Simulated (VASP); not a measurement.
# NaI (P6_3/mmc) in VASP: a series of runs, part 3 of 3

VASP 6.6.1. The steps go on from the part before.

**5. Single point, r2SCAN**

This run uses another cell than the first one, of 41.05 Å³/atom.

Contents of POSCAR:

```
NaI
1.0
    5.4164417949      0.0000000000      0.0000000000
   -2.7082208975      4.6907761925      0.0000000000
    0.0000000000      0.0000000000      6.4622146386
Na I
2 2
Direct
    0.3333333333      0.6666666667      0.2500000000
    0.6666666667      0.3333333333      0.7500000000
    0.6666666667      0.3333333333      0.2500000000
    0.3333333333      0.6666666667      0.7500000000
```

Contents of INCAR.step1:

```
PREC = Accurate
ENCUT = 520
ISMEAR = 0
SIGMA = 0.01
LREAL = F
LASPH = T
NELM = 100
NBANDS = 22
GGA = PE
ALGO = Normal
EDIFF = 1E-4
LWAVE = T
LCHARG = F
```

Contents of INCAR.step2:

```
PREC = Accurate
ENCUT = 520
EDIFF = 1E-6
ISMEAR = 0
SIGMA = 0.01
LREAL = F
LASPH = T
NELM = 100
ALGO = Normal
ISIF = 2
LWAVE = F
LCHARG = T
METAGGA = R2SCAN
LMIXTAU = T
LELF = T
LVHAR = T
NBANDS = 22
ISTART = 1
```

Contents of KPOINTS:

```
regular mesh
0
Gamma
  6 6 4
```

Potentials or basis: VASP PAW PBE potentials, release 64 (Na_pv, I).

Started as:

```console
$ cat potpaw_PBE.64/Na_pv/POTCAR potpaw_PBE.64/I/POTCAR > POTCAR
$ cp INCAR.step1 INCAR
$ mpirun -np 1 vasp_std > vasp.out
$ cp INCAR.step2 INCAR
$ mpirun -np 1 vasp_std > vasp.out
```

OUTCAR:

```text
PREC = Accurate
   ENCUT = 520
   EDIFF = 1E-6
   ISMEAR = 0
   LREAL = F
   LASPH = T
   NELM = 100
   ISIF = 2
   METAGGA = R2SCAN
   ISTART = 1

 ion  position               nearest neighbor table
   1  0.333  0.667  0.250-   3 3.13   3 3.13   3 3.13
   2  0.667  0.333  0.750-   4 3.13   4 3.13   4 3.13
   3  0.667  0.333  0.250-   1 3.13   1 3.13   1 3.13
   4  0.333  0.667  0.750-   2 3.13   2 3.13   2 3.13

  LATTYP: Found a hexagonal cell.
 ALAT       =     5.4164417949
 C/A-ratio  =     1.1930737712

  Lattice vectors:

 A1 = (   5.4164417949,   0.0000000000,   0.0000000000)
 A2 = (  -2.7082208975,   4.6907761925,   0.0000000000)
 A3 = (   0.0000000000,   0.0000000000,   6.4622146386)

Analysis of symmetry for initial positions (statically):
=====================================================================
 Subroutine PRICEL returns:
 Original cell was already a primitive cell.

 Routine SETGRP: Setting up the symmetry group for a
 hexagonal supercell.

 Subroutine GETGRP returns: Found 24 space group operations
[... 164 lines left out ...]

  energy without entropy =      -61.96425469  energy(sigma->0) =      -61.96425469

 E-fermi :  -0.5995     XC(G=0):  -7.1156

 val. band max:       -0.6574182739   @ k =   0.0000   0.0000   0.0000
 cond. band min:       3.5316709489   @ k =   0.0000   0.0000   0.0000
 fundamental gap:      4.1890892228
 Fermi energy:        -0.5994765367

 k-point     1 :       0.0000    0.0000    0.0000
  band No.  band energies     occupation
      1     -23.9418      2.00000
      2     -23.9416      2.00000
      3     -23.9403      2.00000
      4     -23.9402      2.00000
      5     -23.9393      2.00000
      6     -23.9357      2.00000
[... 514 lines left out ...]
     21       8.4741      0.00000
     22       8.4741      0.00000

------------------------ aborting loop because EDIFF is reached ----------------------------------------

  FORCE on cell =-STRESS in cart. coord.  units (eV):
  Direction    XX          YY          ZZ          XY          YZ          ZX
  --------------------------------------------------------------------------------------
  -------------------------------------------------------------------------------------
  Total       -0.0462154     -0.0462154     -0.0847393      0.0000000      0.0000000      0.0000000
  in kB       -0.4509800     -0.4509800     -0.8269046      0.0000000      0.0000000      0.0000000
  external PRESSURE =      -0.5762882 kB  Pullay stress =       0.0000000 kB

 VOLUME and BASIS-vectors are now :
 -----------------------------------------------------------------------------
  energy-cutoff  :      520.00
  volume of cell :      164.19
      direct lattice vectors                 reciprocal lattice vectors
     5.416441795  0.000000000  0.000000000     0.184623049  0.106592167  0.000000000
    -2.708220897  4.690776193  0.000000000     0.000000000  0.213184334  0.000000000
     0.000000000  0.000000000  6.462214639     0.000000000  0.000000000  0.154745711

 POSITION                                       TOTAL-FORCE (eV/Angst)
 -----------------------------------------------------------------------------------
     -0.00000      3.12718      1.61555        -0.000000      0.000000      0.000000
      2.70822      1.56359      4.84666         0.000000     -0.000000      0.000000
      2.70822      1.56359      1.61555        -0.000000     -0.000000      0.000000
     -0.00000      3.12718      4.84666        -0.000000      0.000000      0.000000
 -----------------------------------------------------------------------------------
    total drift:                               -0.000000      0.000000     -0.000000

  FREE ENERGIE OF THE ION-ELECTRON SYSTEM (eV)
  ---------------------------------------------------
  free  energy   TOTEN  =       -61.9642546864 eV

  energy  without entropy=      -61.9642546864  energy(sigma->0) =      -61.96425469
```

It took 4.5 min on 1 thread of Intel Xeon 8259CL, shared host; peak memory 0.32 GiB.

What came out:

- Free energy: -61.9643 eV
- Pressure: -0.1 GPa
- Band gap on the k mesh: 4.19 eV

Caveat: the PAW data sets were made with another functional, which shifts forces and pressure a little; spin-orbit coupling is left out, which moves the levels of the heavy elements. A k mesh can miss the band edges.

**6. Single point, r2SCAN (42.28 Å³/atom)**

This run uses another cell than the first one, of 42.28 Å³/atom.

Contents of POSCAR:

```
NaI
1.0
    5.4700734194      0.0000000000      0.0000000000
   -2.7350367097      4.7372225418      0.0000000000
    0.0000000000      0.0000000000      6.5262011231
Na I
2 2
Direct
    0.3333333333      0.6666666667      0.2500000000
    0.6666666667      0.3333333333      0.7500000000
    0.6666666667      0.3333333333      0.2500000000
    0.3333333333      0.6666666667      0.7500000000
```

Contents of INCAR.step1:

```
PREC = Accurate
ENCUT = 520
ISMEAR = 0
SIGMA = 0.01
LREAL = False
LASPH = True
NELM = 60
NBANDS = 22
GGA = PE
ALGO = Normal
EDIFF = 1E-4
LWAVE = True
LCHARG = False
```

Contents of INCAR.step2:

```
PREC = Accurate
ENCUT = 520
EDIFF = 1E-6
ISMEAR = 0
SIGMA = 0.01
LREAL = False
LASPH = True
NELM = 60
ALGO = Normal
ISIF = 2
LWAVE = False
LCHARG = True
METAGGA = R2SCAN
LMIXTAU = True
LELF = True
LVHAR = True
NBANDS = 22
ISTART = 1
```

KPOINTS is that of step 5.

Potentials or basis: VASP PAW PBE potentials, release 64 (Na_pv, I).

Started as:

```console
$ cat potpaw_PBE.64/Na_pv/POTCAR potpaw_PBE.64/I/POTCAR > POTCAR
$ cp INCAR.step1 INCAR
$ mpirun -np 1 vasp_std > vasp.out
$ cp INCAR.step2 INCAR
$ mpirun -np 1 vasp_std > vasp.out
```

Run time: 7.2 min. Hardware: 1 thread of Intel Xeon 8259CL, shared host; peak memory 0.35 GiB.

The run converged. Its results:

```
Free energy            : -61.9566 eV
Pressure               : -0.4 GPa
Band gap on the k mesh : 4.15 eV
```

Levels at points of the mesh, in eV from the valence-band top:
```tsv
k point	band 12	band 13	band 14	band 15	band 16	band 17
(0.00, 0.00, 0.00)	-0.37	-0.37	0.00	4.15	5.39	7.37
(0.50, 0.00, 0.00)	-0.91	-0.60	-0.29	5.58	6.11	6.97
(0.00, 0.00, 0.50)	-0.64	-0.64	-0.64	5.62	5.62	7.24
(0.50, 0.00, 0.50)	-0.76	-0.28	-0.28	5.86	5.86	7.70
```

Caveat: the PAW data sets were made with another functional, which shifts forces and pressure a little; spin-orbit coupling is left out, which moves the levels of the heavy elements. A k mesh can miss the band edges.

**7. Single point, r2SCAN (43.51 Å³/atom)**

This run uses another cell than the first one, of 43.51 Å³/atom.

Contents of POSCAR:

```
NaI
1.0
    5.5226735060      0.0000000000      0.0000000000
   -2.7613367530      4.7827755530      0.0000000000
    0.0000000000      0.0000000000      6.5889569067
Na I
2 2
Direct
    0.3333333333      0.6666666667      0.2500000000
    0.6666666667      0.3333333333      0.7500000000
    0.6666666667      0.3333333333      0.2500000000
    0.3333333333      0.6666666667      0.7500000000
```

Contents of INCAR.step1:

```
PREC = Accurate
ENCUT = 520
ISMEAR = 0
SIGMA = 0.01
LREAL = F
LASPH = T
NELM = 100
NBANDS = 22
GGA = PE
ALGO = Normal
EDIFF = 1E-4
LWAVE = T
LCHARG = F
```

Contents of INCAR.step2:

```
PREC = Accurate
ENCUT = 520
EDIFF = 1E-6
ISMEAR = 0
SIGMA = 0.01
LREAL = F
LASPH = T
NELM = 100
ALGO = Normal
ISIF = 2
LWAVE = F
LCHARG = F
METAGGA = R2SCAN
LMIXTAU = T
NBANDS = 22
ISTART = 1
```

KPOINTS is that of step 6.

Started as:

```console
$ cat potpaw_PBE.64/Na_pv/POTCAR potpaw_PBE.64/I/POTCAR > POTCAR
$ cp INCAR.step1 INCAR
$ mpirun -np 1 vasp_std > vasp.out
$ cp INCAR.step2 INCAR
$ mpirun -np 1 vasp_std > vasp.out
```

It took 9.4 min on 1 thread of Intel Xeon 8259CL, shared host; peak memory 0.35 GiB.

Results (log left out):

```yaml
Free_energy: -61.9400 eV
Pressure: -0.7 GPa
Band_gap_on_the_k_mesh: 4.11 eV
```

Stress tensor (GPa, compression positive):
```
-0.66  0.00  0.00
 0.00 -0.66  0.00
 0.00  0.00 -0.78
```

Levels at points of the mesh, in eV from the valence-band top:
| k point | band 12 | band 13 | band 14 | band 15 | band 16 | band 17 |
| --- | --- | --- | --- | --- | --- | --- |
| (0.00, 0.00, 0.00) | -0.35 | -0.35 | 0.00 | 4.11 | 5.37 | 7.35 |
| (0.50, 0.00, 0.00) | -0.87 | -0.57 | -0.28 | 5.59 | 6.03 | 6.98 |
| (0.00, 0.00, 0.50) | -0.61 | -0.61 | -0.61 | 5.57 | 5.57 | 7.23 |
| (0.50, 0.00, 0.50) | -0.72 | -0.26 | -0.26 | 5.85 | 5.85 | 7.66 |

Caveat: the PAW data sets were made with another functional, which shifts forces and pressure a little; spin-orbit coupling is left out, which moves the levels of the heavy elements. A k mesh can miss the band edges.

**8. The runs side by side**

```csv
level,cell,gap on the mesh (eV),pressure (GPa)
PBE,"a = 5.575, b = 5.575, c = 6.657 Å, angles 90.0, 90.0, 120.0°, 4 atoms",3.43,-0.6
r2SCAN,"a = 5.306, b = 5.306, c = 6.330 Å, angles 90.0, 90.0, 120.0°, 4 atoms",4.28,0.9
r2SCAN,"a = 5.362, b = 5.362, c = 6.397 Å, angles 90.0, 90.0, 120.0°, 4 atoms",4.23,0.4
r2SCAN,"a = 5.416, b = 5.416, c = 6.462 Å, angles 90.0, 90.0, 120.0°, 4 atoms",4.19,-0.1
r2SCAN,"a = 5.470, b = 5.470, c = 6.526 Å, angles 90.0, 90.0, 120.0°, 4 atoms",4.15,-0.4
r2SCAN,"a = 5.523, b = 5.523, c = 6.589 Å, angles 90.0, 90.0, 120.0°, 4 atoms",4.11,-0.7
```

Alike in all rows: task single point; potentials or basis VASP PAW PBE potentials, release 64 (Na_pv, I); no spin polarisation; k mesh 6 × 6 × 4; cutoff (eV) 520; smearing gaussian 0.01 eV.

Caveats: spin-orbit coupling is left out, which moves the levels of the heavy elements; the PAW data sets were made with another functional, which shifts forces and pressure a little (at least some runs).

Absolute energies hang on the potentials; compare differences alone.
